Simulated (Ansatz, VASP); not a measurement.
# Sb2Se3: VASP beside Ansatz

```
CELL_PARAMETERS angstrom
8.70728 -3.07596 0.00000
8.70728 3.07596 0.00000
0.00000 0.00000 5.74838
ATOMIC_POSITIONS crystal
Sb 0.94839 0.28831 0.25000
Sb 0.05161 0.71169 0.75000
Sb 0.28831 0.94839 0.75000
Sb 0.71169 0.05161 0.25000
Se 0.12051 0.87949 0.25000
Se 0.87949 0.12051 0.75000
Se 0.37702 0.01857 0.25000
Se 0.62298 0.98143 0.75000
Se 0.01857 0.37702 0.75000
Se 0.98143 0.62298 0.25000
```

Change from the starting cell: species swapped into the Ti2Pd3 type (Cmcm, No. 63).

Alike in both runs: functional PBE; k mesh 2 × 2 × 2; occupations gaussian, width 0.15 eV; no spin polarisation.

Ansatz relaxed the structure, and its values are those at the end. VASP's run is a single point on that final structure, the one shown.

|  | VASP | Ansatz |
| --- | --- | --- |
| version | VASP 6.6.1 | Ansatz 0.2.0 |
| potentials or method | VASP PAW PBE potentials, release 64 (Sb, Se), cutoff 500 eV | scalar-relativistic, plane waves, PAW |
| valence electrons in the cell | 56 | 156 |

Ansatz gave:

```
gap on the k mesh at the Fermi level (eV) : none
pressure (GPa)                            : 0.1
rms of the force components (eV/Å)        : 0.026
```

Problem. Estimate VASP's values.

Solution. gap on the k mesh at the Fermi level (eV): none; pressure (GPa): 0.1; rms of the force components (eV/Å): 0.038.

A gap of «none» marks a metal or a gap that the smearing closes. VASP's potentials hold 56 valence electrons a cell and Ansatz's 156, so a difference there can come from the potentials and not from the codes.

The k mesh is coarse, so the values compare programs but aren't converged. Spin-orbit coupling is off throughout.
